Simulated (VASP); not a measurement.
A run of VASP 6.6.1 is set up as follows.

Contents of INCAR:

```
  ALGO = Normal
  EDIFF = 1E-6
  ENCUT = 520
  GGA = PE
  ISIF = 2
  ISMEAR = 0
  LASPH = T
  LCHARG = F
  LREAL = F
  LWAVE = F
  NBANDS = 28
  NELM = 80
  PREC = Accurate
  SIGMA = 0.1
```

Contents of KPOINTS:

```
k-points
0
Gamma
  8 8 8
```

The input POSCAR:

```
CuAuS3
1.0
    4.7228649050      0.0000000000      0.0000000000
    0.0000000000      4.7228649050      0.0000000000
    0.0000000000      0.0000000000      4.8341619717
Cu S Au
1 3 1
Direct
    0.0000000000      0.0000000000      0.2526708455
    0.5000000000      0.5000000000      1.1098452940
    0.0000000000      0.5000000000      0.2331292795
    0.5000000000      0.0000000000      0.2331292795
    0.5000000000      0.5000000000      0.6312253016
```

Potentials or basis: VASP PAW PBE potentials, release 64 (Cu, S, Au).

The run is started by

```console
$ cat potpaw_PBE.64/Cu/POTCAR potpaw_PBE.64/S/POTCAR potpaw_PBE.64/Au/POTCAR > POTCAR
$ mpirun -np 1 vasp_std > vasp.out
```

(1) Estimate the band gap on the k mesh.

(2) Predict the pressure.

(3) Estimate the largest force.

Results:

(1) zero (bands 20 and 21 overlap by 1.35 eV).

(2) 0.0 GPa.

(3) 0.010 eV/Å.

Caveat: spin-orbit coupling is left out, which moves the levels of the heavy elements.
